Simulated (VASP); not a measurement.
Here is a VASP 6.6.1 calculation.

The input INCAR:

```
SYSTEM = BN
  ALGO = Normal
  EDIFF = 1E-6
  EDIFFG = -0.005
  ENCUT = 600
  GGA = PE
  IBRION = 2
  ISIF = 3
  ISMEAR = 0
  LASPH = .TRUE.
  LCHARG = .FALSE.
  LREAL = .FALSE.
  LWAVE = .FALSE.
  NELM = 60
  NSW = 100
  PREC = Accurate
  SIGMA = 0.02
```

KPOINTS

```
k-points
0
G
  12 12 12
  0 0 0
```

Contents of POSCAR:

```
BN
1.0
    0.0000000000      1.8130010000      1.8130010000
    1.8130010000      0.0000000000      1.8130010000
    1.8130010000      1.8130010000      0.0000000000
B N
1 1
Direct
    0.0000000000      0.0000000000      0.0000000000
    0.7500000000      0.7500000000      0.7500000000
```

Potentials or basis: VASP PAW PBE potentials, release 64 (B, N).

Command:

```console
$ cat potpaw_PBE.64/B/POTCAR potpaw_PBE.64/N/POTCAR > POTCAR
$ mpirun -np 1 vasp_std > vasp.out
```

(1) What does it give for the space group after relaxing (to 0.05 Å)?

(2) Estimate the relaxed cell.

(3) What does it give for the relaxed volume?

Answers

(1) F-43m (No. 216).

(2) a = 2.563 Å, b = 2.563 Å, c = 2.563 Å, α = 60.00°, β = 60.00°, γ = 60.00°.

(3) 5.95 Å³/atom.
